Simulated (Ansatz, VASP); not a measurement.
## Two plane-wave programs on GaSb3

```
Ga Sb
1.0
     5.96799    0.00000    0.00000
     0.00000    5.96799    0.00000
     0.00000    0.00000    5.96799
Ga Sb
2 6
Direct
  0.00000 0.00000 0.00000
  0.50000 0.50000 0.50000
  0.00000 0.50000 0.25000
  0.00000 0.50000 0.75000
  0.25000 0.00000 0.50000
  0.75000 0.00000 0.50000
  0.50000 0.75000 0.00000
  0.50000 0.25000 0.00000
```

Alike in both runs: functional PBE; k mesh 6 × 6 × 6; occupations gaussian, width 0.1 eV; no spin polarisation.

Ansatz relaxed the structure, and its values are those at the end. VASP's run is a single point on that final structure, the one shown.

|  | VASP | Ansatz |
| --- | --- | --- |
| version | VASP 6.6.1 | Ansatz 0.2.0 |
| potentials or method | VASP PAW PBE potentials, release 64 (Ga_d, Sb), cutoff 500 eV | scalar-relativistic, plane waves, PAW |
| valence electrons in the cell | 56 | 116 |

Ansatz gave:

```
gap on the k mesh at the Fermi level (eV) : none
pressure (GPa)                            : 0.0
```

**Question.** Estimate VASP's values.

**Answer.** gap on the k mesh at the Fermi level (eV): none; pressure (GPa): -0.1.

A gap of «none» marks a metal or a gap that the smearing closes. VASP's potentials hold 56 valence electrons a cell and Ansatz's 116, so a difference there can come from the potentials and not from the codes.

Neither program's run includes spin-orbit coupling.
